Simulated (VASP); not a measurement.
Here is a VASP 6.6.1 calculation.

INCAR

```
PREC = Accurate ; ENCUT = 520
EDIFF = 1E-6 ; ISMEAR = 0
SIGMA = 0.1 ; LREAL = F
LASPH = T ; NELM = 100
ALGO = Fast ; ISIF = 2
LWAVE = F ; LCHARG = F
LDIPOL = T ; IDIPOL = 3
DIPOL = 0.5 0.5 0.349 ; NBANDS = 53
```

Contents of KPOINTS:

```
Automatic mesh
0
Gamma
  10 6 1
```

POSCAR

```
Ru6C
1.0
    2.6740588497      0.0000000000      0.0000000000
    0.0000000000      4.2267609849      0.0000000000
    0.0000000000      0.0000000000     20.7512332531
Ru C
6 1
Direct
    0.0000000000      0.7500000000      0.1927596279
    0.5000000000      0.2500000000      0.2299590699
    0.5000000000      0.7500000000      0.3043579540
    0.0000000000      0.2500000000      0.3397181852
    0.0000000000      0.7500000000      0.4149217975
    0.5000000000      0.2500000000      0.4458160698
    0.8333333333      0.3500000000      0.5131012044
```

Potentials or basis: VASP PAW LDA potentials, release 64 (Ru_pv, C).

Command:

```console
$ cat potpaw_LDA.64/Ru_pv/POTCAR potpaw_LDA.64/C/POTCAR > POTCAR
$ mpirun -np 1 vasp_std > vasp.out
```

Q: What does it give for the band gap on the k mesh?

A: Zero (bands 44 and 45 overlap by 1.36 eV).

Q: What does it give for the largest force?

A: 2.005 eV/Å.

Forces on the atoms (eV/Å):
```
Ru   0.055  0.065  0.913
Ru   0.048 -0.030 -0.455
Ru  -0.124 -0.142 -0.082
Ru  -0.511 -0.038 -1.877
Ru  -0.027  0.079 -0.582
Ru  -0.730 -0.503  1.798
C    1.289  0.569  0.284
```
